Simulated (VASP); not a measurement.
# ZnS (P6_3mc) in VASP: notebook, part 2 of 2

VASP 6.6.1.

**3. Single point, PBE**

This run uses another cell than the first one, of 20.17 Å³/atom, 1.030 times its volume.

INCAR reads:

```
SYSTEM = ZnS
ALGO = Normal ; EDIFF = 1E-7
ENCUT = 520 ; GGA = PE
ISIF = 2 ; ISMEAR = -1
LASPH = .True. ; LCHARG = .False.
LREAL = .False. ; LWAVE = .False.
NBANDS = 26 ; NELM = 60
PREC = Accurate ; SIGMA = 0.02
```

KPOINTS reads:

```
k-points
0
Gamma
  12 12 4
  0 0 0
```

POSCAR reads:

```
ZnS
1.0
    3.8440965113      0.0000000000      0.0000000000
   -1.9220482556      3.3290852334      0.0000000000
    0.0000000000      0.0000000000      6.3044789704
Zn S
2 2
Direct
    0.3333333333      0.6666666667      0.0002639963
    0.6666666667      0.3333333333      0.5002639963
    0.3333333333      0.6666666667      0.3747360037
    0.6666666667      0.3333333333      0.8747360037
```

Potentials or basis: VASP PAW PBE potentials, release 64 (Zn, S).

Command:

```
cat potpaw_PBE.64/Zn/POTCAR potpaw_PBE.64/S/POTCAR > POTCAR
mpirun -np 1 vasp_std > vasp.out
```

OUTCAR:

```text
SYSTEM = ZnS
   EDIFF = 1E-7
   ENCUT = 520
   GGA = PE
   ISIF = 2
   ISMEAR = -1
   LASPH = .True.
   LREAL = .False.
   NELM = 60
   PREC = Accurate

 ion  position               nearest neighbor table
   1  0.333  0.667  0.000-   4 2.36   4 2.36   4 2.36   3 2.36
   2  0.667  0.333  0.500-   3 2.36   3 2.36   3 2.36   4 2.36
   3  0.333  0.667  0.375-   2 2.36   2 2.36   2 2.36   1 2.36
   4  0.667  0.333  0.875-   1 2.36   1 2.36   1 2.36   2 2.36

  LATTYP: Found a hexagonal cell.
 ALAT       =     3.8440965113
 C/A-ratio  =     1.6400418022

[... 895 lines left out ...]
  --------------------------------------------------------------------------------------
  -------------------------------------------------------------------------------------
  Total        0.0969039      0.0969039      0.1006554      0.0000000     -0.0000000      0.0000000
  in kB        1.9243473      1.9243473      1.9988451      0.0000000     -0.0000000      0.0000000
  external PRESSURE =       1.9491799 kB  Pullay stress =       0.0000000 kB

 VOLUME and BASIS-vectors are now :
 -----------------------------------------------------------------------------
  energy-cutoff  :      520.00
  volume of cell :       80.68
      direct lattice vectors                 reciprocal lattice vectors
     3.844096511  0.000000000  0.000000000     0.260139150  0.150191408  0.000000000
    -1.922048256  3.329085233  0.000000000     0.000000000  0.300382817  0.000000000
     0.000000000  0.000000000  6.304478970     0.000000000  0.000000000  0.158617390

 POSITION                                       TOTAL-FORCE (eV/Angst)
 -----------------------------------------------------------------------------------
     -0.00000      2.21939      0.00166         0.000000      0.000000     -0.000416
      1.92205      1.10970      3.15390        -0.000000     -0.000000     -0.000416
     -0.00000      2.21939      2.36252        -0.000000      0.000000      0.000416
      1.92205      1.10970      5.51475         0.000000     -0.000000      0.000416
 -----------------------------------------------------------------------------------
    total drift:                               -0.000000      0.000000     -0.000013

  FREE ENERGIE OF THE ION-ELECTRON SYSTEM (eV)
  ---------------------------------------------------
  free  energy   TOTEN  =       -13.6937207546 eV

  energy  without entropy=      -13.6937207546  energy(sigma->0) =      -13.69372075
```

OSZICAR:

```text
N       E                     dE             d eps       ncg     rms          rms(c)
DAV:   1     0.243503574740E+03    0.24350E+03   -0.17045E+04  2964   0.165E+03
DAV:   2     0.102056023206E+02   -0.23330E+03   -0.22275E+03  3046   0.348E+02
DAV:   3    -0.139539876405E+02   -0.24160E+02   -0.23914E+02  3576   0.111E+02
DAV:   4    -0.145392793929E+02   -0.58529E+00   -0.58400E+00  3392   0.175E+01
DAV:   5    -0.145483384322E+02   -0.90590E-02   -0.90563E-02  3654   0.214E+00    0.937E+00
DAV:   6    -0.137026016699E+02    0.84574E+00   -0.16314E+00  4458   0.364E+01    0.724E+00
DAV:   7    -0.136983884982E+02    0.42132E-02   -0.11718E+00  3146   0.633E+00    0.337E+00
DAV:   8    -0.136927207555E+02    0.56677E-02   -0.34871E-02  3672   0.187E+00    0.921E-01
DAV:   9    -0.136933342374E+02   -0.61348E-03   -0.81628E-03  3992   0.134E+00    0.220E-01
DAV:  10    -0.136934968993E+02   -0.16266E-03   -0.63858E-04  3416   0.320E-01    0.906E-02
DAV:  11    -0.136937186544E+02   -0.22176E-03   -0.36003E-04  3066   0.120E-01    0.562E-02
DAV:  12    -0.136937175270E+02    0.11274E-05   -0.11552E-05  3600   0.285E-02    0.110E-02
DAV:  13    -0.136937207075E+02   -0.31805E-05   -0.47751E-06  3072   0.143E-02    0.238E-03
DAV:  14    -0.136937207546E+02   -0.47098E-07   -0.40115E-07  3624   0.129E-02
   1 F= -.13693721E+02 E0= -.13693721E+02  d E =-.832438E-12
```

Run time: 72 s. Hardware: 1 thread of Intel Xeon Platinum 8488C (Sapphire Rapids), shared host; peak memory 0.25 GiB.

What came out:

```
Free energy            : -13.6937 eV
Pressure               : 0.2 GPa
Band gap on the k mesh : 2.08 eV, direct
```

**4. Single point, r2SCAN**

POSCAR reads:

```
ZnS
1.0
    3.8054755645      0.0000000000      0.0000000000
   -1.9027377822      3.2956385124      0.0000000000
    0.0000000000      0.0000000000      6.2440483056
Zn S
2 2
Direct
    0.3333333333      0.6666666667      0.0003405378
    0.6666666667      0.3333333333      0.5003405378
    0.3333333333      0.6666666667      0.3746594622
    0.6666666667      0.3333333333      0.8746594622
```

INCAR.step1 reads:

```
SYSTEM = ZnS
ALGO = Normal
EDIFF = 1E-4
ENCUT = 520
GGA = PE
ISMEAR = -1
LASPH = .True.
LCHARG = .False.
LREAL = .False.
LWAVE = .True.
NBANDS = 26
NELM = 80
PREC = Accurate
SIGMA = 0.02
```

INCAR.step2 reads:

```
SYSTEM = ZnS
ALGO = Normal
EDIFF = 1E-6
ENCUT = 520
ISIF = 2
ISMEAR = -1
ISTART = 1
LASPH = .True.
LCHARG = .True.
LELF = .True.
LMIXTAU = .True.
LREAL = .False.
LVHAR = .True.
LWAVE = .False.
METAGGA = R2SCAN
NBANDS = 26
NELM = 80
PREC = Accurate
SIGMA = 0.02
```

KPOINTS is that of step 3.

Command:

```
cat potpaw_PBE.64/Zn/POTCAR potpaw_PBE.64/S/POTCAR > POTCAR
cp INCAR.step1 INCAR
mpirun -np 1 vasp_std > vasp.out
cp INCAR.step2 INCAR
mpirun -np 1 vasp_std > vasp.out
```

Wall time 3.4 min (1 thread of Intel Xeon Platinum 8488C (Sapphire Rapids), shared host); peak memory 0.25 GiB.

It converged, with:

| Item | Value |
| --- | --- |
| Free energy | -37.7237 eV |
| Pressure | 0.1 GPa |
| Band gap on the k mesh | 2.79 eV, direct |

Levels at points of the mesh, in eV from the valence-band top:
| k point | band 15 | band 16 | band 17 | band 18 | band 19 | band 20 | band 21 | band 22 |
| --- | --- | --- | --- | --- | --- | --- | --- | --- |
| (0.00, 0.00, 0.00) | -0.92 | -0.08 | 0.00 | 0.00 | 2.79 | 3.62 | 6.80 | 6.80 |
| (0.50, 0.00, 0.00) | -3.36 | -2.31 | -1.73 | -0.91 | 4.04 | 4.78 | 5.45 | 7.37 |
| (0.00, 0.00, 0.50) | -0.48 | -0.48 | -0.48 | -0.48 | 4.11 | 4.11 | 7.26 | 7.26 |
| (0.50, 0.00, 0.50) | -1.68 | -1.68 | -1.66 | -1.66 | 3.96 | 3.96 | 5.66 | 5.66 |

Caveat: the PAW data sets were made with another functional, which shifts forces and pressure a little.

**5. Single point, r2SCAN**

POSCAR is that of step 4.

INCAR.step1 reads:

```
SYSTEM = ZnS
ALGO = Normal
EDIFF = 1E-4
ENCUT = 520
GGA = PE
ISMEAR = 0
LASPH = .TRUE.
LCHARG = .FALSE.
LREAL = .FALSE.
LWAVE = .TRUE.
NBANDS = 26
NELM = 100
PREC = Accurate
SIGMA = 0.01
```

INCAR.step2 reads:

```
SYSTEM = ZnS
ALGO = Normal
EDIFF = 1E-6
ENCUT = 520
ISIF = 2
ISMEAR = 0
ISTART = 1
LASPH = .TRUE.
LCHARG = .TRUE.
LELF = .TRUE.
LMIXTAU = .TRUE.
LREAL = .FALSE.
LVHAR = .TRUE.
LWAVE = .FALSE.
METAGGA = R2SCAN
NBANDS = 26
NELM = 100
PREC = Accurate
SIGMA = 0.01
```

KPOINTS reads:

```
k-points
0
G
  12 12 4
  0 0 0
```

Command:

```
cat potpaw_PBE.64/Zn/POTCAR potpaw_PBE.64/S/POTCAR > POTCAR
cp INCAR.step1 INCAR
mpirun -np 1 vasp_std > vasp.out
cp INCAR.step2 INCAR
mpirun -np 1 vasp_std > vasp.out
```

Run time: 4.2 min. Hardware: 1 thread of Intel Xeon Platinum 8488C (Sapphire Rapids), shared host; peak memory 0.25 GiB.

It converged, with:

```yaml
Free_energy: -37.7237 eV
Pressure: 0.1 GPa
Band_gap_on_the_k_mesh: 2.79 eV, direct
```

Levels at points of the mesh, in eV from the valence-band top:
| k point | band 16 | band 17 | band 18 | band 19 | band 20 | band 21 |
| --- | --- | --- | --- | --- | --- | --- |
| (0.00, 0.00, 0.00) | -0.08 | 0.00 | 0.00 | 2.79 | 3.62 | 6.80 |
| (0.50, 0.00, 0.00) | -2.31 | -1.73 | -0.91 | 4.04 | 4.78 | 5.45 |
| (0.00, 0.00, 0.50) | -0.48 | -0.48 | -0.48 | 4.11 | 4.11 | 7.26 |
| (0.50, 0.00, 0.50) | -1.68 | -1.66 | -1.66 | 3.96 | 3.96 | 5.66 |

Caveat: the PAW data sets were made with another functional, which shifts forces and pressure a little.

**6. The runs side by side**

| level | potentials or basis | cell | smearing | gap on the mesh (eV) | pressure (GPa) |
| --- | --- | --- | --- | --- | --- |
| LDA | VASP PAW LDA potentials, release 64 (Zn, S) | a = 3.805, b = 3.805, c = 6.244 Å, angles 90.0, 90.0, 120.0°, 4 atoms | gaussian 0.01 eV | 1.99 | -3.8 |
| PBE | VASP PAW PBE potentials, release 64 (Zn, S) | a = 3.844, b = 3.844, c = 6.304 Å, angles 90.0, 90.0, 120.0°, 4 atoms | fermi-dirac 0.02 eV | 2.08 | 0.2 |
| r2SCAN | VASP PAW PBE potentials, release 64 (Zn, S) | a = 3.805, b = 3.805, c = 6.244 Å, angles 90.0, 90.0, 120.0°, 4 atoms | fermi-dirac 0.02 eV | 2.79 | 0.1 |
| r2SCAN | VASP PAW PBE potentials, release 64 (Zn, S) | a = 3.805, b = 3.805, c = 6.244 Å, angles 90.0, 90.0, 120.0°, 4 atoms | gaussian 0.01 eV | 2.79 | 0.1 |

Alike in all rows: task single point; no spin polarisation; k mesh 12 × 12 × 4; cutoff (eV) 520.

Caveats: the PAW data sets were made with another functional, which shifts forces and pressure a little (some runs).

Total energies depend on the potentials used, so only differences within one code and one set of settings carry meaning.
